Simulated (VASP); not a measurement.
# TiN (Fm-3m) in VASP: single point with LDA

Aim: the single point of TiN with LDA.

All numbers are computed with VASP 6.6.1; they aren't measurements. Logs are shortened: lines on timing, memory, paths and dates and some standing lists are left out, and cuts for length are marked.

## (1) The cell of the first run

It takes space group Fm-3m (No. 225, cubic). The conventional cell has a = 4.172 Å, b = 4.172 Å, c = 4.172 Å, α = 90.00°, β = 90.00°, γ = 90.00°. Within 2.8 Å of Ti (site symmetry m-3m) lie 6 N at 2.09 Å. Within 2.8 Å of N (site symmetry m-3m) lie 6 Ti at 2.09 Å.

## (2) Single point, LDA

Input file INCAR:

```
SYSTEM = TiN
ALGO = Normal
EDIFF = 1E-6
ENCUT = 1330
GGA = CA
GGA_COMPAT = .FALSE.
ISIF = 2
ISMEAR = 0
LASPH = .TRUE.
LCHARG = .FALSE.
LREAL = .FALSE.
LWAVE = .FALSE.
NBANDS = 16
NELM = 120
PREC = Accurate
SIGMA = 0.1
```

Input file KPOINTS:

```
k-points
0
G
  14 14 14
  0 0 0
```

Input file POSCAR:

```
TiN
1.0
    0.0000000000      2.0859707932      2.0859707932
    2.0859707932      0.0000000000      2.0859707932
    2.0859707932      2.0859707932      0.0000000000
Ti N
1 1
Direct
    0.0000000000      0.0000000000      0.0000000000
    0.5000000000      0.5000000000      0.5000000000
```

Potentials or basis: VASP PAW LDA potentials, release 64 (Ti_sv, N_h).

Started as:

```
$ cat potpaw_LDA.64/Ti_sv/POTCAR potpaw_LDA.64/N_h/POTCAR > POTCAR
$ mpirun -np 1 vasp_std > vasp.out
```

OUTCAR:

```text
SYSTEM = TiN
   EDIFF = 1E-6
   ENCUT = 1330
   GGA = CA
   ISIF = 2
   ISMEAR = 0
   LASPH = .TRUE.
   LREAL = .FALSE.
   NELM = 120
   PREC = Accurate

 ion  position               nearest neighbor table
   1  0.000  0.000  0.000-   2 2.09   2 2.09   2 2.09   2 2.09   2 2.09   2 2.09
   2  0.500  0.500  0.500-   1 2.09   1 2.09   1 2.09   1 2.09   1 2.09   1 2.09

  LATTYP: Found a face centered cubic cell.
 ALAT       =     4.1719415864

  Lattice vectors:

 A1 = (   0.0000000000,   2.0859707932,   2.0859707932)
 A2 = (   2.0859707932,   0.0000000000,   2.0859707932)
 A3 = (   2.0859707932,   2.0859707932,   0.0000000000)

Analysis of symmetry for initial positions (statically):
=====================================================================
 Subroutine PRICEL returns:
 Original cell was already a primitive cell.

 Routine SETGRP: Setting up the symmetry group for a
 face centered cubic supercell.

 Subroutine GETGRP returns: Found 48 space group operations
 (whereof 48 operations were pure point group operations)
 out of a pool of 48 trial point group operations.

The static configuration has the point symmetry O_h .

Analysis of symmetry for dynamics (positions and initial velocities):
=====================================================================
 Subroutine PRICEL returns:
 Original cell was already a primitive cell.

 Routine SETGRP: Setting up the symmetry group for a
 face centered cubic supercell.

 Subroutine GETGRP returns: Found 48 space group operations
 (whereof 48 operations were pure point group operations)
 out of a pool of 48 trial point group operations.

The dynamic configuration has the point symmetry O_h .

 Subroutine INISYM returns: Found 48 space group operations
 (whereof 48 operations are pure point group operations),
 and found     1 'primitive' translations

----------------------------------------------------------------------------------------

                                     Primitive cell

  volume of cell :      18.1533

  direct lattice vectors                    reciprocal lattice vectors
     0.000000000  2.085970793  2.085970793    -0.239696549  0.239696549  0.239696549
     2.085970793  0.000000000  2.085970793     0.239696549 -0.239696549  0.239696549
     2.085970793  2.085970793  0.000000000     0.239696549  0.239696549 -0.239696549

  length of vectors
     2.950008186  2.950008186  2.950008186     0.415166601  0.415166601  0.415166601

  position of ions in fractional coordinates (direct lattice)
     0.000000000  0.000000000  0.000000000
     0.500000000  0.500000000  0.500000000

  ion indices of the primitive-cell ions
   primitive index   ion index
                 1           1
                 2           2

----------------------------------------------------------------------------------------

 KPOINTS: k-points

Automatic generation of k-mesh.
 Grid dimensions read from file:
 generate k-points for:   14   14   14

 Generating k-lattice:

  Cartesian coordinates                     Fractional coordinates (reciprocal lattice)
    -0.017121182  0.017121182  0.017121182     0.071428571  0.000000000  0.000000000
     0.017121182 -0.017121182  0.017121182     0.000000000  0.071428571  0.000000000
     0.017121182  0.017121182 -0.017121182     0.000000000  0.000000000  0.071428571

  Length of vectors
     0.029654757  0.029654757  0.029654757

  Shift w.r.t. Gamma in fractional coordinates (k-lattice)
     0.000000000  0.000000000  0.000000000

 Subroutine IBZKPT returns following result:
 ===========================================

 Found    104 irreducible k-points:

 Following reciprocal coordinates:
            Coordinates               Weight
  0.000000  0.000000  0.000000      1.000000
  0.071429  0.000000  0.000000      8.000000
  0.142857  0.000000  0.000000      8.000000
  0.214286  0.000000  0.000000      8.000000
  0.285714  0.000000  0.000000      8.000000
  0.357143  0.000000  0.000000      8.000000
[... 16 lines left out ...]
  0.214286  0.142857  0.000000     24.000000
  0.285714  0.142857  0.000000     24.000000
 [... further k-points ...]
   k-points           NKPTS =    104   k-points in BZ     NKDIM =    104   number of bands    NBANDS=     16
   number of dos      NEDOS =    301   number of ions     NIONS =      2
   total plane-waves  NPLWV =  46656
   dimension x,y,z NGX =    36 NGY =   36 NGZ =   36
   dimension x,y,z NGXF=    72 NGYF=   72 NGZF=   72
   ions per type =               1   1
   NGX,Y,Z   is equivalent  to a cutoff of  20.29, 20.29, 20.29 a.u.
   NGXF,Y,Z  is equivalent  to a cutoff of  40.58, 40.58, 40.58 a.u.
 SYSTEM =  TiN
   PREC   = accura    normal or accurate (medium, high low for compatibility)
   ISTART =      0    job   : 0-new  1-cont  2-samecut
   ICHARG =      2    charge: 1-file 2-atom 10-const
   ISPIN  =      1    spin polarized calculation?
   LNONCOLLINEAR =      F non collinear calculations
   LSORBIT =      F    spin-orbit coupling
   LASPH  =      T    aspherical Exc in radial PAW
   ENCUT  = 1330.0 eV  97.75 Ry    9.89 a.u.   8.77  8.77  8.77*2*pi/ulx,y,z
   NELM   =    120;   NELMIN=  2; NELMDL= -5     # of ELM steps
   EDIFF  = 0.1E-05   stopping-criterion for ELM
   LREAL  =      F    real-space projection
[... 7 lines left out ...]
   TEBEG  =    0.0;   TEEND  =   0.0 temperature during run
   PSTRESS=    0.0 pullay stress
   NELECT =      17.0000    total number of electrons
   NUPDOWN=      -1.0000    fix difference up-down
   EMIN   =  10.00;   EMAX   =-10.00  energy-range for DOS
   EFERMI =   0.00;   METHOD = LEGACY
   ISMEAR =     0;   SIGMA  =   0.10  broadening in eV -4-tet -1-fermi 0-gaus
   EFERMI_NEDOS =   21; number of points for ismear=-14 and -15
   IALGO  =     38    algorithm
   IMIX   =      4    mixing-type and parameters
     AMIX     =   0.40;   BMIX     =  1.00
     AMIX_MAG =   1.60;   BMIX_MAG =  1.00
  volume/ion in A,a.u.               =       9.08        61.25
  Fermi-wavevector in a.u.,A,eV,Ry     =   1.601670  3.026717 34.903642  2.565345
  Thomas-Fermi vector in A             =   2.698611
   LORBIT       =      0    0 simple, 1 ext, 2 COOP (PROOUT), +10 PAW based schemes
   GGA     = CA    functional components
   LHFCALC =     F    Hartree Fock is set to
   AEXX    =    0.0000 exact exchange contribution
   IVDW    =     0    specifies the selected vdW correction
   LEPSILON=     F    determine dielectric tensor
   LRPA    =     F    only Hartree local field effects (RPA)
 non-spin polarized calculation
 Gauss-broadening in eV      SIGMA  =   0.10
  energy-cutoff  :     1330.00
  volume of cell :       18.15
 maximum number of plane-waves:      2017
   NGX = 17   NGY = 17   NGZ = 17

 number of electron      17.0000000 magnetization

 Free energy of the ion-electron system (eV)
  ---------------------------------------------------
  ext. energy  EPLUGINS =         0.00000000
  ---------------------------------------------------
  free energy    TOTEN  =       -21.67552300 eV

  energy without entropy =      -21.67078555  energy(sigma->0) =      -21.67315427

 E-fermi :  12.2534     XC(G=0): -13.6646

 val. band max:       12.2425081543   @ k =  -0.0714   0.0714   0.0000
 cond. band min:      12.2748421527   @ k =   0.5000   0.2857   0.1429
 fundamental gap:      0.0323339984
 Fermi energy:        12.2534035814

 k-point     1 :       0.0000    0.0000    0.0000
  band No.  band energies     occupation
      1     -44.8224      2.00000
      2     -21.1376      2.00000
      3     -21.1376      2.00000
      4     -21.1376      2.00000
      5      -4.8766      2.00000
      6      10.1951      2.00000
[... 8 lines left out ...]
     15      25.5854      0.00000
     16      32.7322      0.00000

 k-point     2 :       0.0714    0.0000    0.0000
  band No.  band energies     occupation
      1     -44.8161      2.00000
      2     -21.1797      2.00000
      3     -21.1409      2.00000
      4     -21.1409      2.00000
      5      -4.7661      2.00000
      6       9.5988      2.00000
[... 8 lines left out ...]
     15      25.6952      0.00000
     16      32.5690      0.00000

 k-point     3 :       0.1429    0.0000    0.0000
  band No.  band energies     occupation
      1     -44.7985      2.00000
      2     -21.2962      2.00000
      3     -21.1503      2.00000
      4     -21.1503      2.00000
      5      -4.4491      2.00000
      6       8.4540      2.00000
[... 8 lines left out ...]
     15      25.8340      0.00000
     16      32.0415      0.00000

 k-point     4 :       0.2143    0.0000    0.0000
  band No.  band energies     occupation
      1     -44.7728      2.00000
      2     -21.4608      2.00000
      3     -21.1637      2.00000
      4     -21.1637      2.00000
      5      -3.9662      2.00000
      6       7.1862      2.00000
[... 8 lines left out ...]
     15      25.7124      0.00000
     16      31.0158      0.00000

 k-point     5 :       0.2857    0.0000    0.0000
  band No.  band energies     occupation
      1     -44.7442      2.00000
      2     -21.6388      2.00000
      3     -21.1786      2.00000
      4     -21.1786      2.00000
      5      -3.3816      2.00000
      6       5.9639      2.00000
[... 8 lines left out ...]
     15      25.5901      0.00000
     16      29.7034      0.00000

 k-point     6 :       0.3571    0.0000    0.0000
  band No.  band energies     occupation
      1     -44.7183      2.00000
      2     -21.7952      2.00000
      3     -21.1919      2.00000
      4     -21.1919      2.00000
      5      -2.7862      2.00000
      6       4.9107      2.00000
[... 8 lines left out ...]
     15      25.9016      0.00000
     16      28.4456      0.00000
[... 267 lines left out ...]
 k-point    21 :      -0.0714    0.0714    0.0000
  band No.  band energies     occupation
      1     -44.8060      2.00000
      2     -21.2368      2.00000
      3     -21.1632      2.00000
      4     -21.1390      2.00000
      5      -4.5895      2.00000
      6       8.8284      2.00000
[... 8 lines left out ...]
     15      25.8246      0.00000
     16      31.7512      0.00000

 k-point    22 :       0.1429    0.1429    0.0000
  band No.  band energies     occupation
      1     -44.7905      2.00000
      2     -21.2841      2.00000
      3     -21.1854      2.00000
      4     -21.1854      2.00000
      5      -4.3496      2.00000
      6       7.5601      2.00000
[... 8 lines left out ...]
     15      26.1307      0.00000
     16      31.3675      0.00000

 k-point    23 :       0.2143    0.1429    0.0000
  band No.  band energies     occupation
      1     -44.7714      2.00000
      2     -21.3885      2.00000
      3     -21.2079      2.00000
      4     -21.1993      2.00000
      5      -4.0443      2.00000
      6       6.8279      2.00000
[... 8 lines left out ...]
     15      26.2123      0.00000
     16      30.7573      0.00000

 k-point    24 :       0.2857    0.1429    0.0000
  band No.  band energies     occupation
      1     -44.7465      2.00000
      2     -21.5334      2.00000
      3     -21.2278      2.00000
      4     -21.2144      2.00000
      5      -3.6218      2.00000
      6       6.1312      2.00000
[... 8 lines left out ...]
     15      25.9458      0.00000
     16      29.6683      0.00000

 [... further k-points ...]

------------------------ aborting loop because EDIFF is reached ----------------------------------------

  FORCE on cell =-STRESS in cart. coord.  units (eV):
  Direction    XX          YY          ZZ          XY          YZ          ZX
  --------------------------------------------------------------------------------------
  -------------------------------------------------------------------------------------
  Total        0.1056075      0.1056075      0.1056075      0.0000000      0.0000000      0.0000000
  in kB        9.3207486      9.3207486      9.3207486      0.0000000      0.0000000      0.0000000
  external PRESSURE =       9.3207486 kB  Pullay stress =       0.0000000 kB

 VOLUME and BASIS-vectors are now :
 -----------------------------------------------------------------------------
  energy-cutoff  :     1330.00
  volume of cell :       18.15
      direct lattice vectors                 reciprocal lattice vectors
     0.000000000  2.085970793  2.085970793    -0.239696549  0.239696549  0.239696549
     2.085970793  0.000000000  2.085970793     0.239696549 -0.239696549  0.239696549
     2.085970793  2.085970793  0.000000000     0.239696549  0.239696549 -0.239696549

 POSITION                                       TOTAL-FORCE (eV/Angst)
 -----------------------------------------------------------------------------------
      0.00000      0.00000      0.00000         0.000000     -0.000000      0.000000
      2.08597      2.08597      2.08597        -0.000000      0.000000     -0.000000
 -----------------------------------------------------------------------------------
    total drift:                                0.000000      0.000000      0.000000

  FREE ENERGIE OF THE ION-ELECTRON SYSTEM (eV)
  ---------------------------------------------------
  free  energy   TOTEN  =       -21.6755229973 eV

  energy  without entropy=      -21.6707855473  energy(sigma->0) =      -21.67315427
```

It took 1.7 min on 1 thread of Intel Xeon Platinum 8259CL at 2.50GHz (Skylake/Cascade Lake), shared host; peak memory 0.26 GiB.

What came out:

| Property | Result |
| --- | --- |
| Free energy | -21.6755 eV |
| Pressure | 0.9 GPa |
| Band gap on the k mesh | zero (an odd number of electrons rules out a gap without spin polarisation) |

Levels at points of the mesh, in eV from the Fermi level:
```tsv
k point	band 7	band 8	band 9	band 10	band 11	band 12
(0.00, 0.00, 0.00)	-2.06	-2.06	-0.69	-0.69	-0.69	0.60
(0.50, 0.00, 0.00)	-5.74	-5.74	1.82	1.82	2.56	6.15
(0.50, 0.50, 0.00)	-3.32	-3.25	-3.25	1.76	2.59	2.59
```

Caveat: an odd number of electrons without spin polarisation forces a metal; a magnetic or distorted state may lie lower.

The gap in the log of VASP goes by the Fermi energy; the results here count the filled bands.